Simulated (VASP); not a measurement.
# LiNbO3 (R3c) in VASP: single point with PBE

Aim: the single point of LiNbO3 with PBE.

All numbers are computed with VASP 6.6.1; they aren't measurements. Logs are shortened: lines on timing, memory, paths and dates and some standing lists are left out, and cuts for length are marked.

## Step 1: The cell of the first run

It takes space group R3c (No. 161, trigonal). The conventional cell has a = 5.190 Å, b = 5.190 Å, c = 14.017 Å, α = 90.00°, β = 90.00°, γ = 120.00°. Li (site symmetry 3) has 6 O at 2.08 to 2.27 Å within 2.8 Å. Nb (site symmetry 3) has 6 O at 1.88 to 2.16 Å within 2.5 Å. O (site symmetry 1) has 2 Nb at 1.88 to 2.16 Å and 2 Li at 2.08 to 2.27 Å within 2.5 Å.

## Step 2: Single point, PBE

INCAR reads:

```
PREC = Accurate
ENCUT = 520
EDIFF = 1E-6
ISMEAR = 0
SIGMA = 0.01
LREAL = Auto
LASPH = True
NELM = 60
ALGO = Normal
ISIF = 2
LWAVE = False
LCHARG = True
GGA = PE
LELF = True
LVHAR = True
NBANDS = 318
```

KPOINTS reads:

```
Automatic mesh
0
Gamma
  1 1 1
  0.25 0.25 0.25
```

POSCAR reads:

```
LiNbO3
1.0
    5.1899002704      2.9963903182      9.3444464955
   -5.1899002704      2.9963903182      9.3444464955
    0.0000000000     -5.9927806363      9.3444464955
Li Nb O
16 16 48
Direct
    0.3591791438      0.3591791438      0.3591791438
    0.1091791438      0.1091791438      0.1091791438
    0.3591791438      0.3591791438      0.8591791438
    0.1091791438      0.1091791438      0.6091791438
    0.3591791438      0.8591791438      0.3591791438
    0.1091791438      0.6091791438      0.1091791438
    0.3591791438      0.8591791438      0.8591791438
    0.1091791438      0.6091791438      0.6091791438
    0.8591791438      0.3591791438      0.3591791438
    0.6091791438      0.1091791438      0.1091791438
    0.8591791438      0.3591791438      0.8591791438
    0.6091791438      0.1091791438      0.6091791438
    0.8591791438      0.8591791438      0.3591791438
    0.6091791438      0.6091791438      0.1091791438
    0.8591791438      0.8591791438      0.8591791438
    0.6091791438      0.6091791438      0.6091791438
    0.4997410062      0.4997410062      0.4997410062
    0.2497410062      0.2497410062      0.2497410062
    0.4997410062      0.4997410062      0.9997410062
    0.2497410062      0.2497410062      0.7497410063
    0.4997410062      0.9997410062      0.4997410062
    0.2497410062      0.7497410063      0.2497410062
    0.4997410062      0.9997410062      0.9997410062
    0.2497410062      0.7497410063      0.7497410063
    0.9997410062      0.4997410062      0.4997410062
    0.7497410063      0.2497410062      0.2497410062
    0.9997410062      0.4997410062      0.9997410062
    0.7497410063      0.2497410062      0.7497410063
    0.9997410062      0.9997410062      0.4997410062
    0.7497410063      0.7497410063      0.2497410062
    0.9997410062      0.9997410062      0.9997410062
    0.7497410063      0.7497410063      0.7497410063
    0.1394529432      0.3209637481      0.4447556587
    0.3209637481      0.4447556587      0.1394529432
    0.4447556587      0.1394529432      0.3209637481
    0.1947556587      0.0709637481      0.3894529432
    0.3894529432      0.1947556587      0.0709637481
    0.0709637481      0.3894529432      0.1947556587
    0.1394529432      0.3209637481      0.9447556587
    0.3209637481      0.4447556587      0.6394529432
    0.4447556587      0.1394529432      0.8209637481
    0.1947556587      0.0709637481      0.8894529432
    0.3894529432      0.1947556587      0.5709637481
    0.0709637481      0.3894529432      0.6947556587
    0.1394529432      0.8209637481      0.4447556587
    0.3209637481      0.9447556587      0.1394529432
    0.4447556587      0.6394529432      0.3209637481
    0.1947556587      0.5709637481      0.3894529432
    0.3894529432      0.6947556587      0.0709637481
    0.0709637481      0.8894529432      0.1947556587
    0.1394529432      0.8209637481      0.9447556587
    0.3209637481      0.9447556587      0.6394529432
    0.4447556587      0.6394529432      0.8209637481
    0.1947556587      0.5709637481      0.8894529432
    0.3894529432      0.6947556587      0.5709637481
    0.0709637481      0.8894529432      0.6947556587
    0.6394529432      0.3209637481      0.4447556587
    0.8209637481      0.4447556587      0.1394529432
    0.9447556587      0.1394529432      0.3209637481
    0.6947556587      0.0709637481      0.3894529432
    0.8894529432      0.1947556587      0.0709637481
    0.5709637481      0.3894529432      0.1947556587
    0.6394529432      0.3209637481      0.9447556587
    0.8209637481      0.4447556587      0.6394529432
    0.9447556587      0.1394529432      0.8209637481
    0.6947556587      0.0709637481      0.8894529432
    0.8894529432      0.1947556587      0.5709637481
    0.5709637481      0.3894529432      0.6947556587
    0.6394529432      0.8209637481      0.4447556587
    0.8209637481      0.9447556587      0.1394529432
    0.9447556587      0.6394529432      0.3209637481
    0.6947556587      0.5709637481      0.3894529432
    0.8894529432      0.6947556587      0.0709637481
    0.5709637481      0.8894529432      0.1947556587
    0.6394529432      0.8209637481      0.9447556587
    0.8209637481      0.9447556587      0.6394529432
    0.9447556587      0.6394529432      0.8209637481
    0.6947556587      0.5709637481      0.8894529432
    0.8894529432      0.6947556587      0.5709637481
    0.5709637481      0.8894529432      0.6947556587
```

Potentials or basis: VASP PAW PBE potentials, release 64 (Li_sv, Nb_sv, O).

The run is started by

```sh
cat potpaw_PBE.64/Li_sv/POTCAR potpaw_PBE.64/Nb_sv/POTCAR potpaw_PBE.64/O/POTCAR > POTCAR
mpirun -np 1 vasp_std > vasp.out
```

OUTCAR:

```text
PREC = Accurate
   ENCUT = 520
   EDIFF = 1E-6
   ISMEAR = 0
   LREAL = Auto
   LASPH = True
   NELM = 60
   ISIF = 2
   GGA = PE

 ion  position               nearest neighbor table
   1  0.359  0.359  0.359-  43 2.08  62 2.08  48 2.08  34 2.27  33 2.27  35 2.27
   2  0.109  0.109  0.109-  59 2.08  39 2.08  46 2.08  42 2.27  50 2.27  61 2.27
   3  0.359  0.359  0.859-  37 2.08  68 2.08  54 2.08  40 2.27  39 2.27  41 2.27
   4  0.109  0.109  0.609-  65 2.08  33 2.08  52 2.08  36 2.27  56 2.27  67 2.27
   5  0.359  0.859  0.359-  55 2.08  74 2.08  36 2.08  46 2.27  45 2.27  47 2.27
   6  0.109  0.609  0.109-  71 2.08  51 2.08  34 2.08  54 2.27  38 2.27  73 2.27
[... 81 lines left out ...]
 A1 = (   5.1899002704,   2.9963903182,   9.3444464955)
 A2 = (  -5.1899002704,   2.9963903182,   9.3444464955)
 A3 = (   0.0000000000,  -5.9927806363,   9.3444464955)

Analysis of symmetry for initial positions (statically):
=====================================================================
 Subroutine PRICEL returns following result:

  LATTYP: Found a trigonal (rhomboedric) cell.
 ALAT       =     5.5504977268
 COS(alpha) =     0.5628563531

  Lattice vectors:

 A1 = (   2.5949501352,   1.4981951591,   4.6722232477)
 A2 = (  -2.5949501352,   1.4981951591,   4.6722232477)
 A3 = (   0.0000000000,  -2.9963903181,   4.6722232477)

   8 primitive cells build up your supercell.

 Routine SETGRP: Setting up the symmetry group for a
 trigonal (rhombohedral) supercell.

 Subroutine GETGRP returns: Found  6 space group operations
 (whereof  3 operations were pure point group operations)
 out of a pool of 12 trial point group operations.

The static configuration has the point symmetry C_3 .
 The point group associated with its full space group is C_3v.

Analysis of symmetry for dynamics (positions and initial velocities):
=====================================================================
 Subroutine PRICEL returns following result:

  LATTYP: Found a trigonal (rhomboedric) cell.
 ALAT       =     5.5504977268
 COS(alpha) =     0.5628563531

  Lattice vectors:

 A1 = (   2.5949501352,   1.4981951591,   4.6722232477)
 A2 = (  -2.5949501352,   1.4981951591,   4.6722232477)
 A3 = (   0.0000000000,  -2.9963903181,   4.6722232477)

   8 primitive cells build up your supercell.

 Routine SETGRP: Setting up the symmetry group for a
 trigonal (rhombohedral) supercell.

 Subroutine GETGRP returns: Found  6 space group operations
 (whereof  3 operations were pure point group operations)
[... 101 lines left out ...]
   ISIF   =      2    stress and relaxation
   ISYM   =      2    0-nonsym 1-usesym 2-fastsym
   POTIM  = 0.5000    time-step for ionic-motion
   TEBEG  =    0.0;   TEEND  =   0.0 temperature during run
   PSTRESS=    0.0 pullay stress
   NELECT =     544.0000    total number of electrons
   NUPDOWN=      -1.0000    fix difference up-down
   EMIN   =  10.00;   EMAX   =-10.00  energy-range for DOS
   EFERMI =   0.00;   METHOD = LEGACY
   ISMEAR =     0;   SIGMA  =   0.01  broadening in eV -4-tet -1-fermi 0-gaus
   EFERMI_NEDOS =   21; number of points for ismear=-14 and -15
   IALGO  =     38    algorithm
   IMIX   =      4    mixing-type and parameters
     AMIX     =   0.40;   BMIX     =  1.00
     AMIX_MAG =   1.60;   BMIX_MAG =  1.00
  volume/ion in A,a.u.               =      10.90        73.55
  Fermi-wavevector in a.u.,A,eV,Ry     =   1.398901  2.643540 26.625577  1.956925
  Thomas-Fermi vector in A             =   2.522014
   LORBIT       =      0    0 simple, 1 ext, 2 COOP (PROOUT), +10 PAW based schemes
   GGA     = PE    functional components
   LHFCALC =     F    Hartree Fock is set to
   AEXX    =    0.0000 exact exchange contribution
   IVDW    =     0    specifies the selected vdW correction
   LEPSILON=     F    determine dielectric tensor
   LRPA    =     F    only Hartree local field effects (RPA)
 non-spin polarized calculation
 Gauss-broadening in eV      SIGMA  =   0.01
  energy-cutoff  :      520.00
  volume of cell :      871.89
 maximum number of plane-waves:     23462
 NGX is ok and might be reduce to    84
   NGX = 41   NGY = 41   NGZ = 41

 number of electron     543.9999989 magnetization

 Free energy of the ion-electron system (eV)
  ---------------------------------------------------
  ext. energy  EPLUGINS =         0.00000000
  ---------------------------------------------------
  free energy    TOTEN  =      -640.33939904 eV

  energy without entropy =     -640.33939904  energy(sigma->0) =     -640.33939904

 E-fermi :   3.4038     XC(G=0): -10.6657

 val. band max:        3.3262530164   @ k =   0.2500   0.2500   0.2500
 cond. band min:       7.0059842787   @ k =   0.2500   0.2500   0.2500
 fundamental gap:      3.6797312622
 Fermi energy:         3.4038114902

 k-point     1 :       0.2500    0.2500    0.2500
  band No.  band energies     occupation
      1     -50.9106      2.00000
      2     -50.9070      2.00000
      3     -50.9064      2.00000
      4     -50.9064      2.00000
      5     -50.9064      2.00000
      6     -50.9052      2.00000
[... 276 lines left out ...]
    283       7.2166      0.00000
    284       7.2991      0.00000
 [bands above 284 left out]

------------------------ aborting loop because EDIFF is reached ----------------------------------------

  FORCE on cell =-STRESS in cart. coord.  units (eV):
  Direction    XX          YY          ZZ          XY          YZ          ZX
  --------------------------------------------------------------------------------------
  -------------------------------------------------------------------------------------
  Total       -1.6383473     -1.6383473     -2.1278601      0.0000000     -0.0000000      0.0000000
  in kB       -3.0106088     -3.0106088     -3.9101321      0.0000000     -0.0000000      0.0000000
  external PRESSURE =      -3.3104499 kB  Pullay stress =       0.0000000 kB

 VOLUME and BASIS-vectors are now :
 -----------------------------------------------------------------------------
  energy-cutoff  :      520.00
  volume of cell :      871.89
      direct lattice vectors                 reciprocal lattice vectors
     5.189900270  2.996390318  9.344446495     0.096340965  0.055622482  0.035671811
    -5.189900270  2.996390318  9.344446495    -0.096340965  0.055622482  0.035671811
     0.000000000 -5.992780636  9.344446495     0.000000000 -0.111244964  0.035671811

 POSITION                                       TOTAL-FORCE (eV/Angst)
 -----------------------------------------------------------------------------------
      0.00000      0.00000     10.06899         0.000000     -0.000000     -0.001161
      0.00000      0.00000      3.06066         0.000000     -0.000000     -0.001161
      0.00000     -2.99639     14.74121         0.000000     -0.000000     -0.001161
      0.00000     -2.99639      7.73288         0.000000     -0.000000     -0.001161
     -2.59495      1.49820     14.74121         0.000000     -0.000000     -0.001161
     -2.59495      1.49820      7.73288         0.000000     -0.000000     -0.001161
[... 72 lines left out ...]
      1.01046      1.32525     20.13889         0.015901     -0.008072      0.005519
     -1.65293      0.21246     20.13889        -0.000960      0.017807      0.005519
 -----------------------------------------------------------------------------------
    total drift:                               -0.000000      0.000007     -0.034847

  FREE ENERGIE OF THE ION-ELECTRON SYSTEM (eV)
  ---------------------------------------------------
  free  energy   TOTEN  =      -640.3393990403 eV

  energy  without entropy=     -640.3393990403  energy(sigma->0) =     -640.33939904
```

Run time: 29 min. Hardware: 1 thread of Intel Xeon 8259CL, shared host; peak memory 1.2 GiB.

What came out:

- Free energy: -640.3394 eV
- Largest force: 0.019 eV/Å
- Band gap on the k mesh: 3.68 eV

Forces on the atoms (eV/Å):
```
Li   0.000  0.000 -0.001
Li   0.000  0.000 -0.001
Li   0.000  0.000 -0.001
Li   0.000  0.000 -0.001
Li   0.000  0.000 -0.001
Li   0.000  0.000 -0.001
Li   0.000  0.000 -0.001
Li   0.000  0.000 -0.001
Li   0.000  0.000 -0.001
Li   0.000  0.000 -0.001
Li   0.000  0.000 -0.001
Li   0.000  0.000 -0.001
Li   0.000  0.000 -0.001
Li   0.000  0.000 -0.001
Li   0.000  0.000 -0.001
Li   0.000  0.000 -0.001
Nb   0.000  0.000 -0.015
Nb   0.000  0.000 -0.015
Nb   0.000  0.000 -0.015
Nb   0.000  0.000 -0.015
Nb   0.000  0.000 -0.015
Nb   0.000  0.000 -0.015
Nb   0.000  0.000 -0.015
Nb   0.000  0.000 -0.015
Nb   0.000  0.000 -0.015
Nb   0.000  0.000 -0.015
Nb   0.000  0.000 -0.015
Nb   0.000  0.000 -0.015
Nb   0.000  0.000 -0.015
Nb   0.000  0.000 -0.015
Nb   0.000  0.000 -0.015
Nb   0.000  0.000 -0.015
O    0.001  0.018  0.006
O    0.015 -0.010  0.006
O   -0.016 -0.008  0.006
O   -0.015 -0.010  0.006
O    0.016 -0.008  0.006
O   -0.001  0.018  0.006
O    0.001  0.018  0.006
O    0.015 -0.010  0.006
O   -0.016 -0.008  0.006
O   -0.015 -0.010  0.006
O    0.016 -0.008  0.006
O   -0.001  0.018  0.006
O    0.001  0.018  0.006
O    0.015 -0.010  0.006
O   -0.016 -0.008  0.006
O   -0.015 -0.010  0.006
O    0.016 -0.008  0.006
O   -0.001  0.018  0.006
O    0.001  0.018  0.006
O    0.015 -0.010  0.006
O   -0.016 -0.008  0.006
O   -0.015 -0.010  0.006
O    0.016 -0.008  0.006
O   -0.001  0.018  0.006
O    0.001  0.018  0.006
O    0.015 -0.010  0.006
O   -0.016 -0.008  0.006
O   -0.015 -0.010  0.006
O    0.016 -0.008  0.006
O   -0.001  0.018  0.006
O    0.001  0.018  0.006
O    0.015 -0.010  0.006
O   -0.016 -0.008  0.006
O   -0.015 -0.010  0.006
O    0.016 -0.008  0.006
O   -0.001  0.018  0.006
O    0.001  0.018  0.006
O    0.015 -0.010  0.006
O   -0.016 -0.008  0.006
O   -0.015 -0.010  0.006
O    0.016 -0.008  0.006
O   -0.001  0.018  0.006
O    0.001  0.018  0.006
O    0.015 -0.010  0.006
O   -0.016 -0.008  0.006
O   -0.015 -0.010  0.006
O    0.016 -0.008  0.006
O   -0.001  0.018  0.006
```

Levels at points of the mesh, in eV from the valence-band top:
```
           k point  band 268  band 269  band 270  band 271  band 272  band 273  band 274  band 275  band 276  band 277
(0.25, 0.25, 0.25)     -0.13     -0.13     -0.13      0.00      0.00      3.68      3.68      3.72      3.72      3.72
```

Caveat: the k points lie up to 0.73 Å⁻¹ apart; the cutoff is under 1.25 times the usual one of these potentials, so pressure, stress and relaxed cells hold a basis-set (Pulay) error; a shifted mesh leaves out Γ, where band edges can lie.
